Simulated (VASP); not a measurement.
# SnO2 (P4_2/mnm) in VASP: notebook

SnO2 is run at these levels: r2SCAN; tasks: single point.

All numbers are computed with VASP 6.6.1; they aren't measurements. Logs are shortened: lines on timing, memory, paths and dates and some standing lists are left out, and cuts for length are marked.

## (1) The cell of the first run

It takes space group P4_2/mnm (No. 136, tetragonal). Conventional cell: a = 4.379 Å, b = 4.379 Å, c = 2.945 Å, α = 90.00°, β = 90.00°, γ = 90.00°. Sn (site symmetry mmm) has 6 O at 1.89 to 1.90 Å within 2.5 Å. Within 2.5 Å of O (site symmetry m2m) lie 3 Sn at 1.89 to 1.90 Å and 1 O at 2.40 Å.

## (2) Single point, r2SCAN (strain -0.080 along x and y, -0.080 along z)

POSCAR reads:

```
SnO2
1.0
    4.3793991577      0.0000000000      0.0000000000
    0.0000000000      4.3793991577      0.0000000000
    0.0000000000      0.0000000000      2.9445198908
Sn O
2 4
Direct
    0.0000000000      0.0000000000      0.0000000000
    0.5000000000      0.5000000000      0.5000000000
    0.3058934984      0.3058934984      0.0000000000
    0.1941065016      0.8058934984      0.5000000000
    0.6941065016      0.6941065016      0.0000000000
    0.8058934984      0.1941065016      0.5000000000
```

INCAR.step1 reads:

```
SYSTEM = SnO2
  PREC = Accurate
  ENCUT = 520
  ISMEAR = 0
  SIGMA = 0.05
  LREAL = .FALSE.
  LASPH = .TRUE.
  NELM = 100
  NBANDS = 35
  GGA = PE
  ALGO = Normal
  EDIFF = 1E-4
  LWAVE = .TRUE.
  LCHARG = .FALSE.
```

INCAR.step2 reads:

```
SYSTEM = SnO2
  PREC = Accurate
  ENCUT = 520
  EDIFF = 1E-6
  ISMEAR = 0
  SIGMA = 0.05
  LREAL = .FALSE.
  LASPH = .TRUE.
  NELM = 100
  ALGO = Normal
  ISIF = 2
  LWAVE = .FALSE.
  LCHARG = .FALSE.
  METAGGA = R2SCAN
  LMIXTAU = .TRUE.
  NBANDS = 35
  ISTART = 1
```

KPOINTS reads:

```
regular mesh
0
G
  6 6 8
  0 0 0
```

Potentials or basis: VASP PAW PBE potentials, release 64 (Sn_d, O).

The run is started by

```
cat potpaw_PBE.64/Sn_d/POTCAR potpaw_PBE.64/O/POTCAR > POTCAR
cp INCAR.step1 INCAR
mpirun -np 1 vasp_std > vasp.out
cp INCAR.step2 INCAR
mpirun -np 1 vasp_std > vasp.out
```

OUTCAR:

```text
SYSTEM = SnO2
   PREC = Accurate
   ENCUT = 520
   EDIFF = 1E-6
   ISMEAR = 0
   LREAL = .FALSE.
   LASPH = .TRUE.
   NELM = 100
   ISIF = 2
   METAGGA = R2SCAN
   ISTART = 1

 ion  position               nearest neighbor table
   1  0.000  0.000  0.000-   3 1.89   5 1.89   4 1.90   6 1.90   4 1.90   6 1.90   2 3.43   2 3.43
                             2 3.43   2 3.43   2 3.43   2 3.43   2 3.43   2 3.43
   2  0.500  0.500  0.500-   4 1.89   6 1.89   5 1.90   3 1.90   3 1.90   5 1.90   1 3.43   1 3.43
                             1 3.43   1 3.43   1 3.43   1 3.43   1 3.43   1 3.43
   3  0.306  0.306  0.000-   1 1.89   2 1.90   2 1.90
   4  0.194  0.806  0.500-   2 1.89   1 1.90   1 1.90
   5  0.694  0.694  0.000-   1 1.89   2 1.90   2 1.90
   6  0.806  0.194  0.500-   2 1.89   1 1.90   1 1.90

  LATTYP: Found a simple tetragonal cell.
 ALAT       =     4.3793991577
 C/A-ratio  =     0.6723570483

  Lattice vectors:

 A1 = (   4.3793991577,   0.0000000000,   0.0000000000)
 A2 = (   0.0000000000,   4.3793991577,   0.0000000000)
 A3 = (   0.0000000000,   0.0000000000,   2.9445198908)

Analysis of symmetry for initial positions (statically):
=====================================================================
 Subroutine PRICEL returns:
 Original cell was already a primitive cell.

 Routine SETGRP: Setting up the symmetry group for a
 simple tetragonal supercell.

 Subroutine GETGRP returns: Found 16 space group operations
 (whereof  8 operations were pure point group operations)
 out of a pool of 16 trial point group operations.

The static configuration has the point symmetry D_2h.
 The point group associated with its full space group is D_4h.

Analysis of symmetry for dynamics (positions and initial velocities):
=====================================================================
 Subroutine PRICEL returns:
 Original cell was already a primitive cell.

 Routine SETGRP: Setting up the symmetry group for a
 simple tetragonal supercell.

 Subroutine GETGRP returns: Found 16 space group operations
 (whereof  8 operations were pure point group operations)
 out of a pool of 16 trial point group operations.

The dynamic configuration has the point symmetry D_2h.
 The point group associated with its full space group is D_4h.

 Subroutine INISYM returns: Found 16 space group operations
 (whereof  8 operations are pure point group operations),
 and found     1 'primitive' translations

----------------------------------------------------------------------------------------

[... 105 lines left out ...]
   NFREE  =      0    steps in history (QN), initial steepest desc. (CG)
   ISIF   =      2    stress and relaxation
   ISYM   =      2    0-nonsym 1-usesym 2-fastsym
   POTIM  = 0.5000    time-step for ionic-motion
   TEBEG  =    0.0;   TEEND  =   0.0 temperature during run
   PSTRESS=    0.0 pullay stress
   NELECT =      52.0000    total number of electrons
   NUPDOWN=      -1.0000    fix difference up-down
   EMIN   =  10.00;   EMAX   =-10.00  energy-range for DOS
   EFERMI =   0.00;   METHOD = LEGACY
   ISMEAR =     0;   SIGMA  =   0.05  broadening in eV -4-tet -1-fermi 0-gaus
   EFERMI_NEDOS =   21; number of points for ismear=-14 and -15
   IALGO  =     38    algorithm
   IMIX   =      4    mixing-type and parameters
     AMIX     =   0.40;   BMIX     =  1.00
     AMIX_MAG =   1.60;   BMIX_MAG =  1.00
  volume/ion in A,a.u.               =       9.41        63.52
  Fermi-wavevector in a.u.,A,eV,Ry     =   1.592678  3.009726 34.512872  2.536625
  Thomas-Fermi vector in A             =   2.691026
   LORBIT       =      0    0 simple, 1 ext, 2 COOP (PROOUT), +10 PAW based schemes
   METAGGA = R2SCAN    functional components
   LHFCALC =     F    Hartree Fock is set to
   AEXX    =    0.0000 exact exchange contribution
   IVDW    =     0    specifies the selected vdW correction
   LEPSILON=     F    determine dielectric tensor
   LRPA    =     F    only Hartree local field effects (RPA)
 non-spin polarized calculation
 Gauss-broadening in eV      SIGMA  =   0.05
  energy-cutoff  :      520.00
  volume of cell :       56.47
 maximum number of plane-waves:      1548
 NGX is ok and might be reduce to    36
   NGX = 17   NGY = 17   NGZ = 11

 number of electron      51.9999958 magnetization

 Free energy of the ion-electron system (eV)
  ---------------------------------------------------
  ext. energy  EPLUGINS =         0.00000000
  ---------------------------------------------------
  free energy    TOTEN  =       -80.57632819 eV

  energy without entropy =      -80.57632819  energy(sigma->0) =      -80.57632819

 E-fermi :   9.0027     XC(G=0): -13.4733

 val. band max:        8.7805190760   @ k =   0.0000   0.0000   0.0000
 cond. band min:      14.0096306198   @ k =   0.0000   0.0000   0.0000
 fundamental gap:      5.2291115438
 Fermi energy:         9.0026681108

 k-point     1 :       0.0000    0.0000    0.0000
  band No.  band energies     occupation
      1     -13.8080      2.00000
      2     -13.3106      2.00000
      3     -11.4684      2.00000
      4     -11.1617      2.00000
      5     -11.1617      2.00000
      6     -11.1164      2.00000
[... 901 lines left out ...]
     34      23.7497      0.00000
     35      24.2245      0.00000

 [... further k-points ...]

------------------------ aborting loop because EDIFF is reached ----------------------------------------

  FORCE on cell =-STRESS in cart. coord.  units (eV):
  Direction    XX          YY          ZZ          XY          YZ          ZX
  --------------------------------------------------------------------------------------
  -------------------------------------------------------------------------------------
  Total       31.8543444     31.8543444     41.3249028      0.0000000      0.0000000      0.0000000
  in kB      903.7237595    903.7237595   1172.4082593      0.0000000      0.0000000      0.0000000
  external PRESSURE =     993.2852595 kB  Pullay stress =       0.0000000 kB

 VOLUME and BASIS-vectors are now :
 -----------------------------------------------------------------------------
  energy-cutoff  :      520.00
  volume of cell :       56.47
      direct lattice vectors                 reciprocal lattice vectors
     4.379399158  0.000000000  0.000000000     0.228341826  0.000000000  0.000000000
     0.000000000  4.379399158  0.000000000     0.000000000  0.228341826  0.000000000
     0.000000000  0.000000000  2.944519891     0.000000000  0.000000000  0.339613939

 POSITION                                       TOTAL-FORCE (eV/Angst)
 -----------------------------------------------------------------------------------
      0.00000      0.00000      0.00000         0.000000     -0.000000      0.000000
      2.18970      2.18970      1.47226         0.000000     -0.000000      0.000000
      1.33963      1.33963      0.00000        -0.913088     -0.913088      0.000000
      0.85007      3.52933      1.47226         0.913088     -0.913088      0.000000
      3.03977      3.03977      0.00000         0.913088      0.913088      0.000000
      3.52933      0.85007      1.47226        -0.913088      0.913088      0.000000
 -----------------------------------------------------------------------------------
    total drift:                                0.000000      0.000000      0.000000

  FREE ENERGIE OF THE ION-ELECTRON SYSTEM (eV)
  ---------------------------------------------------
  free  energy   TOTEN  =       -80.5763281941 eV

  energy  without entropy=      -80.5763281941  energy(sigma->0) =      -80.57632819
```

OSZICAR.step1:

```text
N       E                     dE             d eps       ncg     rms          rms(c)
DAV:   1     0.651271882447E+03    0.65127E+03   -0.25582E+04  3964   0.252E+03
DAV:   2     0.558174983458E+02   -0.59545E+03   -0.55996E+03  3732   0.627E+02
DAV:   3    -0.356772730609E+02   -0.91495E+02   -0.90308E+02  3767   0.210E+02
DAV:   4    -0.397428937988E+02   -0.40656E+01   -0.40447E+01  4384   0.476E+01
DAV:   5    -0.398417146892E+02   -0.98821E-01   -0.98712E-01  4543   0.759E+00    0.199E+01
DAV:   6    -0.324432901766E+02    0.73984E+01   -0.17631E+01  5591   0.651E+01    0.860E+00
DAV:   7    -0.325262117349E+02   -0.82922E-01   -0.29418E+00  4217   0.106E+01    0.391E+00
DAV:   8    -0.324998070243E+02    0.26405E-01   -0.21004E-01  4987   0.832E+00    0.105E+00
DAV:   9    -0.324912669023E+02    0.85401E-02   -0.40771E-02  5998   0.413E+00    0.212E-01
DAV:  10    -0.324917723663E+02   -0.50546E-03   -0.63721E-03  5429   0.724E-01    0.137E-01
DAV:  11    -0.324918249484E+02   -0.52582E-04   -0.46805E-04  3970   0.188E-01
   1 F= -.32491825E+02 E0= -.32491825E+02  d E =-.979624E-15
```

Wall time 3.7 min (1 thread of Intel Xeon Platinum 8488C (Sapphire Rapids), shared host); peak memory 0.22 GiB.

Results:

```yaml
Free_energy: -80.5763 eV
Pressure: 99.3 GPa
Largest_force: 1.291 eV/Å
Band_gap_on_the_k_mesh: 5.23 eV
```

Forces in eV/Å, atoms in the order of the input:
```
Sn   0.000  0.000  0.000
Sn   0.000  0.000  0.000
O   -0.913 -0.913  0.000
O    0.913 -0.913  0.000
O    0.913  0.913  0.000
O   -0.913  0.913  0.000
```

Levels at points of the mesh, in eV from the valence-band top:
```
           k point  band 23  band 24  band 25  band 26  band 27  band 28  band 29  band 30
(0.00, 0.00, 0.00)    -1.03    -0.89    -0.89     0.00     5.23     8.62     8.62     9.26
(0.50, 0.00, 0.00)    -0.93    -0.93    -0.73    -0.73     8.23     8.23     9.47     9.47
(0.50, 0.50, 0.00)    -1.18    -1.18    -1.01    -1.01     8.81     8.81    10.34    10.34
(0.00, 0.00, 0.50)    -2.40    -2.40    -1.64    -1.64    10.50    10.50    12.38    12.38
(0.50, 0.00, 0.50)    -1.62    -1.62    -0.22    -0.22    10.87    10.87    11.14    11.14
(0.50, 0.50, 0.50)    -1.22    -1.22    -1.20    -1.20     8.63     8.63    10.85    10.85
```

Caveat: the cell differs from its parent crystal (strain -0.080 along x and y, -0.080 along z); the stress differs along the axes, from 90 to 117 GPa; the PAW data sets were made with another functional, which shifts forces and pressure a little; spin-orbit coupling is left out, which moves the levels of the heavy elements.

## (3) Single point, r2SCAN (strain -0.080 along x and y, -0.040 along z)

Edit POSCAR of step 2 so:

```diff
@@ -4,3 +4,3 @@
     0.0000000000      4.3793991577      0.0000000000
-    0.0000000000      0.0000000000      2.9445198908
+    0.0000000000      0.0000000000      3.0725424948
 Sn O
```

Edit INCAR.step1 of step 2 so:

```diff
@@ -7,3 +7,3 @@
   LASPH = .TRUE.
-  NELM = 100
+  NELM = 60
   NBANDS = 35
```

Edit INCAR.step2 of step 2 so:

```diff
@@ -8,3 +8,3 @@
   LASPH = .TRUE.
-  NELM = 100
+  NELM = 60
   ALGO = Normal
```

KPOINTS is that of step 2.

Potentials or basis: VASP PAW PBE potentials, release 64 (Sn_d, O).

The run is started by

```
cat potpaw_PBE.64/Sn_d/POTCAR potpaw_PBE.64/O/POTCAR > POTCAR
cp INCAR.step1 INCAR
mpirun -np 1 vasp_std > vasp.out
cp INCAR.step2 INCAR
mpirun -np 1 vasp_std > vasp.out
```

Run time: 3.2 min. Hardware: 1 thread of Intel Xeon Platinum 8488C (Sapphire Rapids), shared host; peak memory 0.23 GiB.

It converged, with:

```
Free energy            : -82.0315 eV
Pressure               : 72.3 GPa
Largest force          : 0.201 eV/Å
Band gap on the k mesh : 4.48 eV
```

Forces on the atoms (eV/Å):
```
Sn   0.000  0.000  0.000
Sn   0.000  0.000  0.000
O   -0.142 -0.142  0.000
O    0.142 -0.142  0.000
O    0.142  0.142  0.000
O   -0.142  0.142  0.000
```

Stress tensor (GPa, compression positive):
```
71.56  0.00  0.00
 0.00 71.56  0.00
 0.00  0.00 73.85
```

Levels at points of the mesh, in eV from the valence-band top:
```tsv
k point	band 23	band 24	band 25	band 26	band 27	band 28	band 29	band 30
(0.00, 0.00, 0.00)	-1.09	-0.90	-0.90	0.00	4.48	7.99	7.99	8.32
(0.50, 0.00, 0.00)	-1.10	-1.10	-0.65	-0.65	7.54	7.54	8.84	8.84
(0.50, 0.50, 0.00)	-1.23	-1.23	-1.00	-1.00	7.98	7.98	9.78	9.78
(0.00, 0.00, 0.50)	-2.26	-2.26	-1.54	-1.54	9.73	9.73	12.19	12.19
(0.50, 0.00, 0.50)	-1.45	-1.45	-0.19	-0.19	10.18	10.18	10.97	10.97
(0.50, 0.50, 0.50)	-1.10	-1.10	-1.01	-1.01	8.17	8.17	10.68	10.68
```

Caveat: the cell differs from its parent crystal (strain -0.080 along x and y, -0.040 along z); the cell stands under pressure; the PAW data sets were made with another functional, which shifts forces and pressure a little; spin-orbit coupling is left out, which moves the levels of the heavy elements.

## (4) Single point, r2SCAN (strain -0.080 along x and y, +0.000 along z)

Edit POSCAR of step 3 so:

```diff
@@ -4,3 +4,3 @@
     0.0000000000      4.3793991577      0.0000000000
-    0.0000000000      0.0000000000      3.0725424948
+    0.0000000000      0.0000000000      3.2005650987
 Sn O
```

INCAR.step1 reads:

```
ALGO     = Normal         # electronic algorithm
EDIFF    = 1E-4           # SCF threshold, eV
ENCUT    = 520            # plane-wave cutoff, eV
GGA      = PE             # functional
ISMEAR   = 0              # smearing method
LASPH    = T              # aspherical terms in the spheres
LCHARG   = F              # write CHGCAR
LREAL    = F              # projectors in reciprocal space
LWAVE    = T              # write WAVECAR
NBANDS   = 35             # bands
NELM     = 80             # most SCF steps
PREC     = Accurate       # precision mode
SIGMA    = 0.05           # smearing width, eV
```

INCAR.step2 reads:

```
ALGO     = Normal         # electronic algorithm
EDIFF    = 1E-6           # SCF threshold, eV
ENCUT    = 520            # plane-wave cutoff, eV
ISIF     = 2              # what is computed and relaxed
ISMEAR   = 0              # smearing method
ISTART   = 1            
LASPH    = T              # aspherical terms in the spheres
LCHARG   = F              # write CHGCAR
LMIXTAU  = T            
LREAL    = F              # projectors in reciprocal space
LWAVE    = F              # write WAVECAR
METAGGA  = R2SCAN         # meta-GGA
NBANDS   = 35             # bands
NELM     = 80             # most SCF steps
PREC     = Accurate       # precision mode
SIGMA    = 0.05           # smearing width, eV
```

KPOINTS reads:

```
k-points
0
Gamma
  6 6 8
```

The run is started by

```
cat potpaw_PBE.64/Sn_d/POTCAR potpaw_PBE.64/O/POTCAR > POTCAR
cp INCAR.step1 INCAR
mpirun -np 1 vasp_std > vasp.out
cp INCAR.step2 INCAR
mpirun -np 1 vasp_std > vasp.out
```

Wall time 3.6 min (1 thread of Intel Xeon Platinum 8488C (Sapphire Rapids), shared host); peak memory 0.23 GiB.

It converged, with:

* Free energy: -82.9025 eV
* Pressure: 51.2 GPa
* Largest force: 0.528 eV/Å
* Band gap on the k mesh: 3.79 eV

Forces in eV/Å, atoms in the order of the input:
```
Sn   0.000  0.000  0.000
Sn   0.000  0.000  0.000
O    0.374  0.374  0.000
O   -0.374  0.374  0.000
O   -0.374 -0.374  0.000
O    0.374 -0.374  0.000
```

Stress tensor (GPa, compression positive):
```
56.43  0.00  0.00
 0.00 56.43  0.00
 0.00  0.00 40.65
```

Levels at points of the mesh, in eV from the valence-band top:
```csv
k point,band 22,band 23,band 24,band 25,band 26,band 27,band 28,band 29,band 30,band 31
"(0.00, 0.00, 0.00)",-1.22,-1.22,-0.77,-0.77,0.00,3.79,7.43,7.43,7.53,12.16
"(0.50, 0.00, 0.00)",-2.02,-1.20,-1.20,-0.58,-0.58,6.94,6.94,8.31,8.31,14.43
"(0.50, 0.50, 0.00)",-2.32,-1.37,-1.37,-0.83,-0.83,7.26,7.26,9.28,9.28,13.45
"(0.00, 0.00, 0.50)",-2.52,-2.11,-2.11,-1.43,-1.43,8.98,8.98,11.93,11.93,12.00
"(0.50, 0.00, 0.50)",-1.90,-1.27,-1.27,-0.15,-0.15,9.51,9.51,10.74,10.74,12.98
"(0.50, 0.50, 0.50)",-1.83,-0.97,-0.97,-0.83,-0.83,7.68,7.68,10.52,10.52,12.90
```

Caveat: the cell differs from its parent crystal (strain -0.080 along x and y, +0.000 along z); the stress differs along the axes, from 41 to 56 GPa; the PAW data sets were made with another functional, which shifts forces and pressure a little; spin-orbit coupling is left out, which moves the levels of the heavy elements.

## (5) Overview

```tsv
cell	gap on the mesh (eV)	pressure (GPa)	largest force (eV/Å)
a = 4.379, b = 4.379, c = 2.945 Å, 6 atoms	5.23	99.3	1.29
a = 4.379, b = 4.379, c = 3.073 Å, 6 atoms	4.48	72.3	0.20
a = 4.379, b = 4.379, c = 3.201 Å, 6 atoms	3.79	51.2	0.53
```

Alike in all rows: task single point; level r2SCAN; potentials or basis VASP PAW PBE potentials, release 64 (Sn_d, O); no spin polarisation; k mesh 6 × 6 × 8; cutoff (eV) 520; smearing gaussian 0.05 eV.

Caveats: the PAW data sets were made with another functional, which shifts forces and pressure a little; spin-orbit coupling is left out, which moves the levels of the heavy elements; the stress differs along the axes, from 90 to 117 GPa (at least some runs); the cell stands under pressure (at least some runs); the stress differs along the axes, from 41 to 56 GPa (at least some runs).

Absolute energies hang on the potentials; compare differences alone.
